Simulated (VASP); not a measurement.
Wanted: the native input for a VASP 6.6.1 run.

| Item | Value |
| --- | --- |
| Task | single point |
| Functional | PBE |
| Potentials or basis | VASP PAW PBE potentials, release 64 (Zr_sv, Zn, N) |
| Cutoff | 520 eV |
| k mesh | 4 × 4 × 4 |
| Occupations | gaussian, width 0.1 eV |
| Spin | no spin polarisation |
| Dipole correction | no |
| Further INCAR settings | ALGO = Normal; EDIFF = 1e-06; NBANDS = 38 |

The structure of Zr3ZnN2 lies in POSCAR:

```
Zr3ZnN2
1.0
    2.5466564800     -4.2768756400      0.0000000000
    2.5466564800      4.2768756400      0.0000000000
    0.0000000000      0.0000000000      3.9515673000
Zr Zn N
3 1 2
Direct
    0.6610916900      0.3389083100      0.0000000000
    0.3389083100      0.6610916900      0.0000000000
    0.5000000000      0.5000000000      0.5000000000
    0.0000000000      0.0000000000      0.0000000000
    0.5000000000      0.0000000000      0.5000000000
    0.0000000000      0.5000000000      0.5000000000
```

The cell was generated, and may not be a known phase.

These files were run (other wordings do the same):

INCAR

```
ALGO = Normal ; EDIFF = 1E-6
ENCUT = 520 ; GGA = PE
ISIF = 2 ; ISMEAR = 0
LASPH = True ; LCHARG = True
LELF = True ; LREAL = False
LVHAR = True ; LWAVE = False
NBANDS = 38 ; NELM = 100
PREC = Accurate ; SIGMA = 0.1
```

KPOINTS

```
k-points
0
Gamma
  4 4 4
```

Potentials or basis: VASP PAW PBE potentials, release 64 (Zr_sv, Zn, N).

Launch:

```bash
$ cat potpaw_PBE.64/Zr_sv/POTCAR potpaw_PBE.64/Zn/POTCAR potpaw_PBE.64/N/POTCAR > POTCAR
$ mpirun -np 1 vasp_std > vasp.out
```

It gave:

```
Pressure               : 20.8 GPa
Largest force          : 7.059 eV/Å
Band gap on the k mesh : zero (bands 29 and 30 overlap by 0.95 eV)
```

Caveat: the k points lie up to 0.40 Å⁻¹ apart, too coarse for converged energies and pressures of a metal; forces of over 1 eV/Å act on the atoms, so gaps and moduli don't describe the material at rest.

It took 78 s on 1 thread of Oxide Virtual Turin-like Processor, with other jobs on the host, peak memory 0.2 GiB.
